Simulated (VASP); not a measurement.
# TaN: single point with PBEsol

The system is TaN.

```
Ta N
1.0
     2.87802    0.00000    0.00000
    -1.43901    2.49244    0.00000
     0.00000    0.00000    2.82415
Ta N
1 1
Direct
  0.33333 0.66667 0.50000
  0.00000 0.00000 0.00000
```

```yaml
Program: VASP 6.6.1
Task: single point
Functional: PBEsol
Potentials_or_basis: VASP PAW PBE potentials, release 64 (Ta_pv, N)
Cutoff: 520 eV
k_mesh: 11 × 11 × 10
Occupations: fermi-dirac, width 0.1 eV
Spin: no spin polarisation
```

* Pressure: 20.5 GPa
* Band gap on the k mesh: zero (band 8 reaches 9.17 eV, above the bottom of band 9 at 8.63 eV)

Stress tensor (GPa, compression positive):
```
19.63  0.00  0.00
 0.00 19.63  0.00
 0.00  0.00 22.25
```

Levels at points of the mesh, in eV from the Fermi level:
```csv
k point,band 5,band 6,band 7,band 8,band 9,band 10,band 11,band 12
"(0.00, 0.00, 0.00)",-4.86,-4.86,-4.54,-2.99,2.67,3.88,3.88,4.33
"(0.00, 0.00, 0.50)",-9.78,-3.98,-3.98,-0.14,-0.14,2.62,3.47,3.47
```

It took 18 s on 1 thread of Intel(R) Xeon(R) 6975P-C (Granite Rapids), with other jobs on the host, peak memory 0.15 GiB.

Caveat: the PAW data sets were made with another functional, which shifts forces and pressure a little; spin-orbit coupling is left out, which moves the levels of the heavy elements.
